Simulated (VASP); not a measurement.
Set up this calculation in VASP 6.6.1, as the native input.

```yaml
Task: single point
Functional: PBEsol
Potentials_or_basis: VASP PAW PBE potentials, release 64 (K_sv, Ta_pv, O)
Cutoff: 520 eV
k_mesh: 1 × 1 × 1, shifted
Occupations: fermi-dirac, width 0.05 eV
Spin: no spin polarisation
Dipole_correction: no
Further_INCAR_settings: LREAL = Auto; ALGO = Normal; EDIFF = 1e-06; NBANDS = 181; ISYM = 0
```

The structure of K8Ta8O25 (a cell with a defect) lies in POSCAR:

```
K8Ta8O25
1.0
    7.9708780000      0.0000000000      0.0000000000
    0.0000000000      7.9708780000      0.0000000000
    0.0000000000      0.0000000000      7.9708780000
K Ta O
8 8 25
Direct
    0.9998890000      0.0003060000      0.0048350000
    0.0000410000      0.9999220000      0.5089090000
    0.9882200000      0.5000170000      0.9961390000
    0.9884030000      0.5001760000      0.5177380000
    0.5001610000      0.0002210000      0.0047040000
    0.5001600000      0.9998410000      0.5086880000
    0.5117520000      0.4999890000      0.9956580000
    0.5116870000      0.5000430000      0.5175700000
    0.2497130000      0.2460590000      0.2591750000
    0.2503000000      0.2470200000      0.7588780000
    0.2496620000      0.7547480000      0.2543110000
    0.2496870000      0.7526840000      0.7546540000
    0.7496980000      0.2503930000      0.2565970000
    0.7502880000      0.2485300000      0.7564800000
    0.7496500000      0.7495040000      0.2569240000
    0.7497300000      0.7514370000      0.7569710000
    0.2499510000      0.2315930000      0.0037680000
    0.2501010000      0.2328230000      0.5097200000
    0.2501660000      0.7676590000      0.0037300000
    0.2502600000      0.7687150000      0.5098150000
    0.7501770000      0.2496220000      0.0076730000
    0.7500340000      0.2496740000      0.5060760000
    0.7502950000      0.7508750000      0.0075290000
    0.7501780000      0.7508990000      0.5058970000
    0.0017240000      0.2540380000      0.2573060000
    0.9984210000      0.2500890000      0.7567450000
    0.0017700000      0.7462190000      0.2564570000
    0.9983600000      0.7502770000      0.7566500000
    0.4985050000      0.2543150000      0.2570810000
    0.5018700000      0.2500130000      0.7567540000
    0.4984640000      0.7466890000      0.2562970000
    0.5018270000      0.7501250000      0.7566340000
    0.2498840000      0.0002370000      0.2567840000
    0.2500750000      0.0001720000      0.7566860000
    0.2504780000      0.4983440000      0.1664340000
    0.2500620000      0.5001330000      0.7568010000
    0.7501570000      0.0002790000      0.2568730000
    0.7501170000      0.0001830000      0.7567770000
    0.7501410000      0.5002830000      0.2568830000
    0.7500800000      0.5001830000      0.7568520000
    0.2497780000      0.5020840000      0.3470800000
```

These files were run (other wordings do the same):

INCAR

```
ALGO = Normal
EDIFF = 1E-6
ENCUT = 520
GGA = PS
ISIF = 2
ISMEAR = -1
ISYM = 0
LASPH = T
LCHARG = F
LREAL = Auto
LWAVE = F
NBANDS = 181
NELM = 100
PREC = Accurate
SIGMA = 0.05
```

KPOINTS

```
Automatic mesh
0
Gamma
  1 1 1
  0.25 0.25 0.25
```

Potentials or basis: VASP PAW PBE potentials, release 64 (K_sv, Ta_pv, O).

Run with:

```sh
$ cat potpaw_PBE.64/K_sv/POTCAR potpaw_PBE.64/Ta_pv/POTCAR potpaw_PBE.64/O/POTCAR > POTCAR
$ mpirun -np 1 vasp_std > vasp.out
```

Results of the run:

```json
{
  "Pressure": "2.4 GPa",
  "Largest force": "0.321 eV/Å",
  "Band gap on the k mesh": "2.72 eV"
}
```

Caveat: the PAW data sets were made with another functional, which shifts forces and pressure a little; spin-orbit coupling is left out, which moves the levels of the heavy elements.

Wall time 13 min on 1 thread of Intel(R) Xeon(R) Platinum 8259CL CPU @ 2.50GHz (Skylake/Cascade Lake), with other jobs on the host, peak memory 0.62 GiB.
